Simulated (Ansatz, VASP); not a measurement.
Si4O7 in VASP and in Ansatz

File INCAR:

```
PREC = Accurate
ENCUT = 520
EDIFF = 1E-6
ISMEAR = 0
SIGMA = 0.05
LREAL = F
LASPH = T
NELM = 100
ALGO = Normal
ISIF = 2
LWAVE = F
LCHARG = F
GGA = PE
NBANDS = 40
```

File KPOINTS:

```
Automatic mesh
0
Gamma
  6 6 6
```

POSCAR

```
Si4O7
1.0
    0.0000000000      4.2357990674     -2.6899428419
    0.0000000000     -4.2357990674     -2.6899428419
   -4.2357990674      0.0000000000      2.6899428419
Si O
4 7
Direct
    0.2500000000      0.7500000000      0.5000000000
    0.7500000000      0.2500000000      0.5000000000
    0.0000000000      0.0000000000      1.0000000000
    0.5000000000      0.5000000000      1.0000000000
    1.0000000000      0.3069827092      0.3069827092
    0.5569827092      0.7500000000      0.8069827092
    0.0569827092      0.2500000000      0.8069827092
    0.0000000000      0.6930172908      0.6930172908
    0.5000000000      0.0482543227      0.5482543227
    0.9430172908      0.7500000000      0.1930172908
    0.4430172908      0.2500000000      0.1930172908
```

Input for Ansatz:

```yaml
crystal:
  lattice:
    - [0.0, 4.2357990674, -2.6899428419]
    - [0.0, -4.2357990674, -2.6899428419]
    - [-4.2357990674, 0.0, 2.6899428419]
  atoms:
    - { symbol: Si, position: [0.25, 0.75, 0.5] }
    - { symbol: Si, position: [0.75, 0.25, 0.5] }
    - { symbol: Si, position: [0.0, 0.0, 1.0] }
    - { symbol: Si, position: [0.5, 0.5, 1.0] }
    - { symbol: O, position: [1.0, 0.3069827092, 0.3069827092] }
    - { symbol: O, position: [0.5569827092, 0.75, 0.8069827092] }
    - { symbol: O, position: [0.0569827092, 0.25, 0.8069827092] }
    - { symbol: O, position: [0.0, 0.6930172908, 0.6930172908] }
    - { symbol: O, position: [0.5, 0.0482543227, 0.5482543227] }
    - { symbol: O, position: [0.9430172908, 0.75, 0.1930172908] }
    - { symbol: O, position: [0.4430172908, 0.25, 0.1930172908] }
basis:
  ecutwfc: 420
kpoints:
  mp_grid: { grid: [6, 6, 6] }
hamiltonian:
  xc: pbe
  pseudopotentials: { kind: paw, azcp: { folder: soft_1 } }
scf:
  occupations: { method: gaussian, width: 0.05 }
output:
  forces: true
  stress: true
  eigenvalues: true
```

Change from the starting cell: O vacancy; atom 9 moved 0.375 of the way to it and +0.000 Å across, host rigid.

Alike in both runs: task single point; functional PBE; k mesh 6 × 6 × 6; occupations gaussian, width 0.05 eV; no spin polarisation.

|  | VASP | Ansatz |
| --- | --- | --- |
| version | VASP 6.6.1 | Ansatz 0.2.0 |
| potentials or method | VASP PAW PBE potentials, release 64 (Si, O), cutoff 520 eV | scalar-relativistic, plane waves, PAW |
| valence electrons in the cell | 58 | 58 |

|  | VASP | Ansatz | Ansatz less VASP |
| --- | --- | --- | --- |
| gap on the k mesh at the Fermi level (eV) | 0.15 | 0.16 | +0.001 |
| least direct gap on the mesh (eV) | 0.70 | 0.70 | -0.004 |
| rms of the force components (eV/Å) | 4.540 | 4.617 | +0.0771 |

Atom by atom the forces differ by 0.079 eV/Å (rms over components). With one functional, cell and mesh, what is left measures potentials, basis and numerics.
